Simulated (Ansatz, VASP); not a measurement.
**Two plane-wave programs on GaN**

```
Ga N
1.0
     3.15152    0.00000    0.00000
    -1.57576    2.72930    0.00000
     0.00000    0.00000    5.13880
Ga N
2 2
Direct
  0.33333 0.66667 0.00033
  0.66667 0.33333 0.50033
  0.33333 0.66667 0.37667
  0.66667 0.33333 0.87667
```

Alike in both runs: functional LDA; k mesh 8 × 8 × 5; no spin polarisation.

Ansatz relaxed the structure, and its values are those at the end. VASP's run is a single point on that final structure, the one shown.

|  | VASP | Ansatz |
| --- | --- | --- |
| version | VASP 6.6.1 | Ansatz 0.2.0 |
| potentials or method | VASP PAW LDA potentials, release 64 (Ga_d, N), cutoff 520 eV | scalar-relativistic, plane waves, PAW |
| occupations | gaussian, width 0.01 eV | fixed |
| valence electrons in the cell | 36 | 36 |

```tsv
	VASP	Ansatz	Ansatz less VASP
gap on the k mesh at the Fermi level (eV)	2.14	2.13	-0.013
least direct gap on the mesh (eV)	2.14	2.13	-0.013
pressure (GPa)	1.1	0.0	-1.11
```

LDA's correlation is that of Perdew and Zunger in VASP and of Perdew and Wang (1992) in Ansatz.
